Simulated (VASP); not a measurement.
A run of VASP 6.6.1 is set up as follows.

INCAR

```
ALGO = Normal ; EDIFF = 1E-6
ENCUT = 520 ; GGA = RE
ISIF = 2 ; ISMEAR = -1
LASPH = True ; LCHARG = False
LREAL = False ; LWAVE = False
NBANDS = 12 ; NELM = 80
PREC = Accurate ; SIGMA = 0.05
```

The input KPOINTS:

```
k-points
0
Gamma
  11 11 11
```

Contents of POSCAR:

```
Ti
1.0
   -1.6397982811      1.6397982811      1.6397982811
    1.6397982811     -1.6397982811      1.6397982811
    1.6397982811      1.6397982811     -1.6397982811
Ti
1
Direct
    0.0000000000      0.0000000000      0.0000000000
```

Potentials or basis: VASP PAW PBE potentials, release 64 (Ti_sv).

The run is started by

```bash
$ cat potpaw_PBE.64/Ti_sv/POTCAR > POTCAR
$ mpirun -np 1 vasp_std > vasp.out
```

(1) What does it give for the band gap on the k mesh?

(2) Estimate the pressure.

Answers

(1) zero (band 6 reaches 9.01 eV, above the bottom of band 7 at 7.43 eV).

(2) -0.2 GPa.

Caveat: the PAW data sets were made with another functional, which shifts forces and pressure a little.
